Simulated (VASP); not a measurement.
# BaS: single point with PBE

The system is BaS.

```
CELL_PARAMETERS angstrom
0.00000 3.19375 3.19375
3.19375 0.00000 3.19375
3.19375 3.19375 0.00000
ATOMIC_POSITIONS crystal
Ba 0.97933 0.02075 0.02325
S 0.47032 0.49115 0.54643
```

```
Program                : VASP 6.6.1
Task                   : single point
Functional             : PBE
Potentials or basis    : VASP PAW PBE potentials, release 64 (Ba_sv, S)
Cutoff                 : 520 eV
k mesh                 : 4 × 4 × 4
Occupations            : gaussian, width 0.01 eV
Spin                   : no spin polarisation
Dipole correction      : no
Further INCAR settings : ALGO = Normal; EDIFF = 1e-06; NBANDS = 15
```

- Pressure: 1.6 GPa
- Largest force: 0.284 eV/Å
- Band gap on the k mesh: 2.14 eV, indirect (least direct gap 2.26 eV)

Forces in eV/Å, atoms in the order of the input:
```
Ba  -0.040  0.090 -0.266
S    0.040 -0.090  0.266
```

Stress tensor (GPa, compression positive):
```
 1.39  0.01 -0.02
 0.01  1.46  0.05
-0.02  0.05  2.08
```

Levels at points of the mesh, in eV from the valence-band top:
| k point | band 4 | band 5 | band 6 | band 7 | band 8 | band 9 | band 10 | band 11 | band 12 | band 13 |
| --- | --- | --- | --- | --- | --- | --- | --- | --- | --- | --- |
| (0.00, 0.00, 0.00) | -11.10 | -10.31 | -0.01 | -0.01 | 0.00 | 3.62 | 3.90 | 3.93 | 3.94 | 4.83 |
| (0.50, 0.00, 0.00) | -11.14 | -9.08 | -1.91 | -1.06 | -1.04 | 5.53 | 5.66 | 6.32 | 6.35 | 8.57 |
| (0.00, 0.50, 0.00) | -11.14 | -9.09 | -1.91 | -1.07 | -1.06 | 5.47 | 5.80 | 6.32 | 6.34 | 8.63 |
| (0.00, 0.00, 0.50) | -11.14 | -9.09 | -1.91 | -1.06 | -1.05 | 5.49 | 5.75 | 6.32 | 6.35 | 8.59 |
| (0.50, 0.50, 0.50) | -11.14 | -9.09 | -1.91 | -1.06 | -1.05 | 5.51 | 5.70 | 6.32 | 6.35 | 8.57 |
| (0.50, 0.50, 0.00) | -11.30 | -10.19 | -0.48 | -0.12 | -0.11 | 2.14 | 5.97 | 6.04 | 7.40 | 7.51 |
| (0.00, 0.50, 0.50) | -11.30 | -10.20 | -0.50 | -0.17 | -0.11 | 2.21 | 5.98 | 6.02 | 7.51 | 7.52 |
| (0.50, 0.00, 0.50) | -11.29 | -10.20 | -0.50 | -0.17 | -0.11 | 2.20 | 5.98 | 6.03 | 7.51 | 7.52 |

Wall time 18 s on 1 thread of AMD EPYC 9R45 96-Core Processor (Zen 5), with other jobs on the host, peak memory 0.19 GiB.

Caveat: the k points lie up to 0.43 Å⁻¹ apart; spin-orbit coupling is left out, which moves the levels of the heavy elements. Expect the measured gap to be larger: semilocal functionals such as PBE lack the derivative discontinuity.
